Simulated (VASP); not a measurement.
A run of VASP 6.6.1:

The input INCAR:

```
PREC = Accurate
ENCUT = 520
EDIFF = 1E-6
ISMEAR = 0
SIGMA = 0.1
LREAL = F
LASPH = T
NELM = 150
ALGO = Normal
ISIF = 2
LWAVE = F
LCHARG = T
ISPIN = 2
MAGMOM = 0 1.39 1.1 1.1 1.39
LORBIT = 11
GGA = PE
LELF = T
LVHAR = T
NBANDS = 30
```

The input KPOINTS:

```
Automatic mesh
0
Gamma
  14 14 14
```

File POSCAR:

```
GaO4
1.0
   -1.9804027816      1.9804027816      3.4720362789
    1.9804027816     -1.9804027816      3.4720362789
    1.9804027816      1.9804027816     -3.4720362789
Ga O
1 4
Direct
    0.0000000000      0.0000000000      0.0000000000
    0.7154287993      0.7154287993      0.0000000000
    0.5000000000      0.0000000000      0.5000000000
    0.0000000000      0.5000000000      0.5000000000
    0.2845712007      0.2845712007      0.0000000000
```

Potentials or basis: VASP PAW PBE potentials, release 64 (Ga_d, O).

The run is started by

```bash
$ cat potpaw_PBE.64/Ga_d/POTCAR potpaw_PBE.64/O/POTCAR > POTCAR
$ mpirun -np 1 vasp_std > vasp.out
```

Hardware: 1 thread of Oxide Virtual Turin-like Processor, on a shared host.

Question: How long does it take, and how much memory?

Answer: It took 24 min on 1 thread of Oxide Virtual Turin-like Processor, with other jobs on the host, peak memory 0.61 GiB. Counts: scf iterations 15, k points 244.
